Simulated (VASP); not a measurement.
Set up this calculation in VASP 6.6.1, as the native input.

- Task: single point
- Functional: LDA
- Potentials or basis: VASP PAW LDA potentials, release 64 (Al, N)
- Cutoff: 520 eV
- k mesh: 9 × 9 × 6
- Occupations: gaussian, width 0.05 eV
- Spin: no spin polarisation
- Dipole correction: no
- Further INCAR settings: ALGO = Normal; EDIFF = 1e-06; NBANDS = 16

The structure of AlN lies in POSCAR:

```
AlN
1.0
    3.0631058397      0.0000000000      0.0000000000
   -1.5315529199      2.6527274717      0.0000000000
    0.0000000000      0.0000000000      4.9027355419
Al N
2 2
Direct
    0.3269032571      0.6538065141      0.0015212672
    0.6730967429      0.3461934859      0.5015212672
    0.3390710977      0.6781421955      0.3834787328
    0.6609289023      0.3218578045      0.8834787328
```

One way to write it, as run:

INCAR

```
PREC = Accurate
ENCUT = 520
EDIFF = 1E-6
ISMEAR = 0
SIGMA = 0.05
LREAL = False
LASPH = True
NELM = 80
ALGO = Normal
ISIF = 2
LWAVE = False
LCHARG = True
LELF = True
LVHAR = True
NBANDS = 16
```

KPOINTS

```
Automatic mesh
0
Gamma
  9 9 6
```

Potentials or basis: VASP PAW LDA potentials, release 64 (Al, N).

Launch:

```bash
$ cat potpaw_LDA.64/Al/POTCAR potpaw_LDA.64/N/POTCAR > POTCAR
$ mpirun -np 1 vasp_std > vasp.out
```

It gave:

The pressure is 6.2 GPa and the largest force is 0.192 eV/Å. The band gap on the k mesh is 4.63 eV, direct.

Run time: 63 s on 1 thread of Intel Xeon 8259CL (shared host), peak memory 0.17 GiB.
